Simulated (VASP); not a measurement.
# AlN (R3m) in VASP: notebook

Runs on AlN. Level: PBE. Tasks: single point.

All numbers are computed with VASP 6.6.1; they aren't measurements. Logs are shortened: lines on timing, memory, paths and dates and some standing lists are left out, and cuts for length are marked.

## (1) The cell of the first run

It takes space group R3m (No. 160, trigonal). Conventional cell: a = 3.089 Å, b = 3.089 Å, c = 7.566 Å, α = 90.00°, β = 90.00°, γ = 120.00°. Al (site symmetry 3m) has 4 N at 1.69 to 1.97 Å within 2.2 Å. N (site symmetry 3m) has 4 Al at 1.69 to 1.97 Å within 2.2 Å.

## (2) Single point, PBE (all Al atoms moved -0.200 Å, as atom 1 along Cartesian [1 1 1])

Input file INCAR:

```
PREC = Accurate ; ENCUT = 520
EDIFF = 1E-6 ; ISMEAR = 0
SIGMA = 0.05 ; LREAL = False
LASPH = True ; NELM = 100
ALGO = Normal ; ISIF = 2
LWAVE = False ; LCHARG = False
GGA = PE ; NBANDS = 11
```

Input file KPOINTS:

```
Automatic mesh
0
Gamma
  10 10 10
```

Input file POSCAR:

```
AlN
1.0
    0.0000000000      2.1839935596      2.1839935596
    2.1839935596      0.0000000000      2.1839935596
    2.1839935596      2.1839935596      0.0000000000
Al N
1 1
Direct
   -0.0264355298     -0.0264355298     -0.0264355298
    0.7500000000      0.7500000000      0.7500000000
```

Potentials or basis: VASP PAW PBE potentials, release 64 (Al, N).

Started as:

```bash
$ cat potpaw_PBE.64/Al/POTCAR potpaw_PBE.64/N/POTCAR > POTCAR
$ mpirun -np 1 vasp_std > vasp.out
```

OUTCAR:

```text
PREC = Accurate
   ENCUT = 520
   EDIFF = 1E-6
   ISMEAR = 0
   LREAL = False
   LASPH = True
   NELM = 100
   ISIF = 2
   GGA = PE

 ion  position               nearest neighbor table
   1  0.974  0.974  0.974-   2 1.69   2 1.97   2 1.97   2 1.97
   2  0.750  0.750  0.750-   1 1.69   1 1.97   1 1.97   1 1.97

  LATTYP: Found a face centered cubic cell.
 ALAT       =     4.3679871192

  Lattice vectors:

 A1 = (   0.0000000000,   2.1839935596,   2.1839935596)
 A2 = (   2.1839935596,   0.0000000000,   2.1839935596)
 A3 = (   2.1839935596,   2.1839935596,   0.0000000000)

Analysis of symmetry for initial positions (statically):
=====================================================================
 Subroutine PRICEL returns:
 Original cell was already a primitive cell.

 Routine SETGRP: Setting up the symmetry group for a
 face centered cubic supercell.

 Subroutine GETGRP returns: Found  6 space group operations
 (whereof  6 operations were pure point group operations)
 out of a pool of 48 trial point group operations.

The static configuration has the point symmetry C_3v.

Analysis of symmetry for dynamics (positions and initial velocities):
=====================================================================
 Subroutine PRICEL returns:
 Original cell was already a primitive cell.

 Routine SETGRP: Setting up the symmetry group for a
 face centered cubic supercell.

 Subroutine GETGRP returns: Found  6 space group operations
 (whereof  6 operations were pure point group operations)
 out of a pool of 48 trial point group operations.

The dynamic configuration has the point symmetry C_3v.

 Subroutine INISYM returns: Found  6 space group operations
 (whereof  6 operations are pure point group operations),
 and found     1 'primitive' translations

----------------------------------------------------------------------------------------

                                     Primitive cell

  volume of cell :      20.8345

  direct lattice vectors                    reciprocal lattice vectors
     0.000000000  2.183993560  2.183993560    -0.228938404  0.228938404  0.228938404
     2.183993560  0.000000000  2.183993560     0.228938404 -0.228938404  0.228938404
     2.183993560  2.183993560  0.000000000     0.228938404  0.228938404 -0.228938404

  length of vectors
     3.088633312  3.088633312  3.088633312     0.396532948  0.396532948  0.396532948

  position of ions in fractional coordinates (direct lattice)
     0.973564470  0.973564470  0.973564470
[... 81 lines left out ...]
   NSW    =      0    number of steps for IOM
   IBRION =     -1    ionic relax: 0-MD 1-quasi-New 2-CG
   NFREE  =      0    steps in history (QN), initial steepest desc. (CG)
   ISIF   =      2    stress and relaxation
   ISYM   =      2    0-nonsym 1-usesym 2-fastsym
   POTIM  = 0.5000    time-step for ionic-motion
   TEBEG  =    0.0;   TEEND  =   0.0 temperature during run
   PSTRESS=    0.0 pullay stress
   NELECT =       8.0000    total number of electrons
   NUPDOWN=      -1.0000    fix difference up-down
   EMIN   =  10.00;   EMAX   =-10.00  energy-range for DOS
   EFERMI =   0.00;   METHOD = LEGACY
   ISMEAR =     0;   SIGMA  =   0.05  broadening in eV -4-tet -1-fermi 0-gaus
   EFERMI_NEDOS =   21; number of points for ismear=-14 and -15
   IALGO  =     38    algorithm
   IMIX   =      4    mixing-type and parameters
     AMIX     =   0.40;   BMIX     =  1.00
     AMIX_MAG =   1.60;   BMIX_MAG =  1.00
  volume/ion in A,a.u.               =      10.42        70.30
  Fermi-wavevector in a.u.,A,eV,Ry     =   1.189899  2.248583 19.263943  1.415860
  Thomas-Fermi vector in A             =   2.325996
   LORBIT       =      0    0 simple, 1 ext, 2 COOP (PROOUT), +10 PAW based schemes
   GGA     = PE    functional components
   LHFCALC =     F    Hartree Fock is set to
   AEXX    =    0.0000 exact exchange contribution
   IVDW    =     0    specifies the selected vdW correction
   LEPSILON=     F    determine dielectric tensor
   LRPA    =     F    only Hartree local field effects (RPA)
 non-spin polarized calculation
 Gauss-broadening in eV      SIGMA  =   0.05
  energy-cutoff  :      520.00
  volume of cell :       20.83
 maximum number of plane-waves:       571
   NGX = 11   NGY = 11   NGZ = 11

 number of electron       8.0000000 magnetization

 Free energy of the ion-electron system (eV)
  ---------------------------------------------------
  ext. energy  EPLUGINS =         0.00000000
  ---------------------------------------------------
  free energy    TOTEN  =       -14.43227745 eV

  energy without entropy =      -14.43227745  energy(sigma->0) =      -14.43227745

 E-fermi :   6.4310     XC(G=0): -10.9273

 val. band max:        6.2232316800   @ k =   0.0000   0.0000   0.0000
 cond. band min:       9.2711682491   @ k =   0.5000   0.5000   0.0000
 fundamental gap:      3.0479365691
 Fermi energy:         6.4309735284

 k-point     1 :       0.0000    0.0000    0.0000
  band No.  band energies     occupation
      1      -9.0302      2.00000
      2       5.3503      2.00000
      3       6.2232      2.00000
      4       6.2232      2.00000
      5      10.0778      0.00000
      6      18.4706      0.00000
      7      18.4706      0.00000
      8      18.6948      0.00000
      9      23.4404      0.00000
     10      23.4404      0.00000
     11      24.9720      0.00000
[... 309 lines left out ...]
 k-point    24 :       0.5000    0.4000    0.5000
  band No.  band energies     occupation
      1      -6.9142      2.00000
      2       0.0954      2.00000
      3       5.2515      2.00000
      4       5.5787      2.00000
      5      13.4236      0.00000
      6      14.8097      0.00000
      7      17.6603      0.00000
      8      17.6847      0.00000
      9      23.5461      0.00000
     10      25.5694      0.00000
     11      26.1885      0.00000

 [... further k-points ...]
[... 5 lines left out ...]
  --------------------------------------------------------------------------------------
  -------------------------------------------------------------------------------------
  Total        1.4883737      1.4883737      1.4883737      1.7856200      1.7856200      1.7856200
  in kB      114.4559877    114.4559877    114.4559877    137.3142401    137.3142401    137.3142401
  external PRESSURE =     114.4559877 kB  Pullay stress =       0.0000000 kB

 VOLUME and BASIS-vectors are now :
 -----------------------------------------------------------------------------
  energy-cutoff  :      520.00
  volume of cell :       20.83
      direct lattice vectors                 reciprocal lattice vectors
     0.000000000  2.183993560  2.183993560    -0.228938404  0.228938404  0.228938404
     2.183993560  0.000000000  2.183993560     0.228938404 -0.228938404  0.228938404
     2.183993560  2.183993560  0.000000000     0.228938404  0.228938404 -0.228938404

 POSITION                                       TOTAL-FORCE (eV/Angst)
 -----------------------------------------------------------------------------------
      4.25252      4.25252      4.25252         2.756637      2.756637      2.756637
      3.27599      3.27599      3.27599        -2.756637     -2.756637     -2.756637
 -----------------------------------------------------------------------------------
    total drift:                               -0.000507     -0.000507     -0.000507

  FREE ENERGIE OF THE ION-ELECTRON SYSTEM (eV)
  ---------------------------------------------------
  free  energy   TOTEN  =       -14.4322774463 eV

  energy  without entropy=      -14.4322774463  energy(sigma->0) =      -14.43227745
```

It took 15 s on 1 thread of AMD EPYC 7R13 (Zen 3), shared host; peak memory 0.12 GiB.

What came out:

```yaml
Free_energy: -14.4323 eV
Pressure: 11.4 GPa
Largest_force: 4.775 eV/Å
Band_gap_on_the_k_mesh: 3.05 eV, indirect (least direct gap 3.85 eV)
```

Forces in eV/Å, atoms in the order of the input:
```
Al   2.757  2.757  2.757
N   -2.757 -2.757 -2.757
```

Stress tensor (GPa, compression positive):
```
11.45 13.73 13.73
13.73 11.45 13.73
13.73 13.73 11.45
```

Caveat: the cell differs from its parent crystal (all Al atoms moved -0.200 Å, as atom 1 along Cartesian [1 1 1]); forces of over 1 eV/Å act on the atoms, so gaps and moduli don't describe the material at rest.

## (3) Single point, PBE (all Al atoms moved +0.200 Å, as atom 1 along Cartesian [1 1 1])

Input file INCAR:

```
ALGO     = Normal         # electronic algorithm
EDIFF    = 1E-7           # SCF threshold, eV
ENCUT    = 520            # plane-wave cutoff, eV
GGA      = PE             # functional
ISIF     = 2              # what is computed and relaxed
ISMEAR   = 0              # smearing method
LASPH    = T              # aspherical terms in the spheres
LCHARG   = T              # write CHGCAR
LELF     = T              # ELF
LREAL    = F              # projectors in reciprocal space
LVHAR    = T            
LWAVE    = F              # write WAVECAR
NBANDS   = 11             # bands
NELM     = 60             # most SCF steps
PREC     = Accurate       # precision mode
SIGMA    = 0.05           # smearing width, eV
```

Input file KPOINTS:

```
k-points
0
Gamma
  10 10 10
```

POSCAR, as its differences from that of step 2:

```diff
@@ -8,3 +8,3 @@
 Direct
-   -0.0264355298     -0.0264355298     -0.0264355298
+    0.0264355298      0.0264355298      0.0264355298
     0.7500000000      0.7500000000      0.7500000000
```

Potentials or basis: VASP PAW PBE potentials, release 64 (Al, N).

Started as:

```bash
$ cat potpaw_PBE.64/Al/POTCAR potpaw_PBE.64/N/POTCAR > POTCAR
$ mpirun -np 1 vasp_std > vasp.out
```

Run time: 18 s. Hardware: 1 thread of AMD EPYC 7R13 (Zen 3), shared host; peak memory 0.12 GiB.

It converged, with:

| Property | Result |
| --- | --- |
| Free energy | -14.6284 eV |
| Pressure | 8.2 GPa |
| Largest force | 1.768 eV/Å |
| Band gap on the k mesh | 2.73 eV, indirect (least direct gap 3.53 eV) |

Forces on the atoms (eV/Å):
```
Al  -1.021 -1.021 -1.021
N    1.021  1.021  1.021
```

Stress tensor (GPa, compression positive):
```
 8.18 -5.22 -5.22
-5.22  8.18 -5.22
-5.22 -5.22  8.18
```

Levels at points of the mesh, in eV from the valence-band top:
| k point | band 1 | band 2 | band 3 | band 4 | band 5 | band 6 | band 7 | band 8 |
| --- | --- | --- | --- | --- | --- | --- | --- | --- |
| (0.00, 0.00, 0.00) | -15.56 | -0.88 | -0.88 | 0.00 | 3.53 | 12.01 | 12.01 | 12.02 |
| (0.50, 0.00, 0.00) | -13.51 | -6.52 | -1.31 | -0.61 | 6.60 | 9.10 | 10.50 | 10.86 |
| (0.50, 0.50, 0.50) | -13.57 | -6.15 | -1.34 | -1.34 | 6.97 | 9.38 | 10.45 | 10.45 |
| (0.50, 0.50, 0.00) | -12.89 | -5.50 | -2.56 | -2.10 | 2.73 | 7.89 | 13.15 | 15.15 |

Caveat: the cell differs from its parent crystal (all Al atoms moved +0.200 Å, as atom 1 along Cartesian [1 1 1]); forces of over 1 eV/Å act on the atoms, so gaps and moduli don't describe the material at rest. A k mesh can miss the band edges.

## (4) Single point, PBE (all Al atoms moved +0.175 Å, as atom 1 along Cartesian [1 1 1])

Input file INCAR:

```
SYSTEM = AlN
PREC = Accurate
ENCUT = 520
EDIFF = 1E-6
ISMEAR = 0
SIGMA = 0.05
LREAL = .False.
LASPH = .True.
NELM = 100
ALGO = Normal
ISIF = 2
LWAVE = .False.
LCHARG = .False.
GGA = PE
NBANDS = 11
```

Input file KPOINTS:

```
Automatic mesh
0
Gamma
  10 10 10
  0 0 0
```

POSCAR, as its differences from that of step 3:

```diff
@@ -8,3 +8,3 @@
 Direct
-    0.0264355298      0.0264355298      0.0264355298
+    0.0231310886      0.0231310886      0.0231310886
     0.7500000000      0.7500000000      0.7500000000
```

Potentials or basis: VASP PAW PBE potentials, release 64 (Al, N).

Started as:

```bash
$ cat potpaw_PBE.64/Al/POTCAR potpaw_PBE.64/N/POTCAR > POTCAR
$ mpirun -np 1 vasp_std > vasp.out
```

OUTCAR:

```text
SYSTEM = AlN
   PREC = Accurate
   ENCUT = 520
   EDIFF = 1E-6
   ISMEAR = 0
   LREAL = .False.
   LASPH = .True.
   NELM = 100
   ISIF = 2
   GGA = PE

 ion  position               nearest neighbor table
   1  0.023  0.023  0.023-   2 1.84   2 1.84   2 1.84   2 2.07
   2  0.750  0.750  0.750-   1 1.84   1 1.84   1 1.84   1 2.07

  LATTYP: Found a face centered cubic cell.
 ALAT       =     4.3679871192

  Lattice vectors:

 A1 = (   0.0000000000,   2.1839935596,   2.1839935596)
 A2 = (   2.1839935596,   0.0000000000,   2.1839935596)
 A3 = (   2.1839935596,   2.1839935596,   0.0000000000)

Analysis of symmetry for initial positions (statically):
=====================================================================
 Subroutine PRICEL returns:
 Original cell was already a primitive cell.

 Routine SETGRP: Setting up the symmetry group for a
 face centered cubic supercell.

 Subroutine GETGRP returns: Found  6 space group operations
 (whereof  6 operations were pure point group operations)
 out of a pool of 48 trial point group operations.

The static configuration has the point symmetry C_3v.

Analysis of symmetry for dynamics (positions and initial velocities):
[... 166 lines left out ...]
 k-point     1 :       0.0000    0.0000    0.0000
  band No.  band energies     occupation
      1      -9.0192      2.00000
      2       5.6996      2.00000
      3       5.6996      2.00000
      4       6.4766      2.00000
      5      10.0919      0.00000
      6      18.5417      0.00000
      7      18.5492      0.00000
      8      18.5492      0.00000
      9      23.5487      0.00000
     10      23.5487      0.00000
     11      24.3658      0.00000
[... 309 lines left out ...]
 k-point    24 :       0.5000    0.4000    0.5000
  band No.  band energies     occupation
      1      -6.9697      2.00000
      2       0.5702      2.00000
      3       4.7982      2.00000
      4       5.0952      2.00000
      5      13.8567      0.00000
      6      14.8741      0.00000
      7      17.4264      0.00000
      8      17.7485      0.00000
      9      24.0594      0.00000
     10      25.0709      0.00000
     11      26.2576      0.00000

 [... further k-points ...]
[... 5 lines left out ...]
  --------------------------------------------------------------------------------------
  -------------------------------------------------------------------------------------
  Total        0.9693079      0.9693079      0.9693079     -0.6278920     -0.6278920     -0.6278920
  in kB       74.5398077     74.5398077     74.5398077    -48.2849192    -48.2849192    -48.2849192
  external PRESSURE =      74.5398077 kB  Pullay stress =       0.0000000 kB

 VOLUME and BASIS-vectors are now :
 -----------------------------------------------------------------------------
  energy-cutoff  :      520.00
  volume of cell :       20.83
      direct lattice vectors                 reciprocal lattice vectors
     0.000000000  2.183993560  2.183993560    -0.228938404  0.228938404  0.228938404
     2.183993560  0.000000000  2.183993560     0.228938404 -0.228938404  0.228938404
     2.183993560  2.183993560  0.000000000     0.228938404  0.228938404 -0.228938404

 POSITION                                       TOTAL-FORCE (eV/Angst)
 -----------------------------------------------------------------------------------
      0.10104      0.10104      0.10104        -0.955407     -0.955407     -0.955407
      3.27599      3.27599      3.27599         0.955407      0.955407      0.955407
 -----------------------------------------------------------------------------------
    total drift:                                0.000228      0.000228      0.000228

  FREE ENERGIE OF THE ION-ELECTRON SYSTEM (eV)
  ---------------------------------------------------
  free  energy   TOTEN  =       -14.6712822131 eV

  energy  without entropy=      -14.6712822131  energy(sigma->0) =      -14.67128221
```

OSZICAR:

```text
N       E                     dE             d eps       ncg     rms          rms(c)
DAV:   1     0.113395941017E+02    0.11340E+02   -0.38412E+03  2600   0.603E+02
DAV:   2    -0.162108389298E+02   -0.27550E+02   -0.26383E+02  3049   0.138E+02
DAV:   3    -0.171261051897E+02   -0.91527E+00   -0.91429E+00  3100   0.241E+01
DAV:   4    -0.171310045538E+02   -0.48994E-02   -0.48990E-02  2897   0.191E+00
DAV:   5    -0.171310631364E+02   -0.58583E-04   -0.58582E-04  3074   0.203E-01    0.877E+00
DAV:   6    -0.146848396533E+02    0.24462E+01   -0.12243E+01  2963   0.175E+01    0.287E+00
DAV:   7    -0.146790187479E+02    0.58209E-02   -0.17735E-01  2861   0.331E+00    0.209E+00
DAV:   8    -0.146726835032E+02    0.63352E-02   -0.30281E-02  2864   0.161E+00    0.572E-01
DAV:   9    -0.146712195043E+02    0.14640E-02   -0.44927E-03  3062   0.402E-01    0.224E-01
DAV:  10    -0.146712693364E+02   -0.49832E-04   -0.39335E-04  2774   0.134E-01    0.226E-02
DAV:  11    -0.146712817781E+02   -0.12442E-04   -0.14343E-05  3014   0.303E-02    0.733E-03
DAV:  12    -0.146712822131E+02   -0.43500E-06   -0.15968E-06  2810   0.860E-03
   1 F= -.14671282E+02 E0= -.14671282E+02  d E =-.753900E-16
```

stdout:

```text
POSCAR found type information on POSCAR AlN
 POSCAR found :  2 types and       2 ions
 scaLAPACK will be used
 LDA part: xc-table for (Slater+PW92), standard interpolation
 POSCAR, INCAR and KPOINTS ok, starting setup
 FFT: planning ... GRIDC
 FFT: planning ... GRID_SOFT
 FFT: planning ... GRID
 WAVECAR not read
 entering main loop
```

Wall time 16 s (1 thread of AMD EPYC 7R13 (Zen 3), shared host); peak memory 0.12 GiB.

What came out:

| Property | Result |
| --- | --- |
| Free energy | -14.6713 eV |
| Pressure | 7.5 GPa |
| Largest force | 1.655 eV/Å |
| Band gap on the k mesh | 2.80 eV, indirect (least direct gap 3.62 eV) |

Forces in eV/Å, atoms in the order of the input:
```
Al  -0.955 -0.955 -0.955
N    0.955  0.955  0.955
```

Stress tensor (GPa, compression positive):
```
 7.45 -4.83 -4.83
-4.83  7.45 -4.83
-4.83 -4.83  7.45
```

Caveat: the cell differs from its parent crystal (all Al atoms moved +0.175 Å, as atom 1 along Cartesian [1 1 1]); forces of over 1 eV/Å act on the atoms, so gaps and moduli don't describe the material at rest.
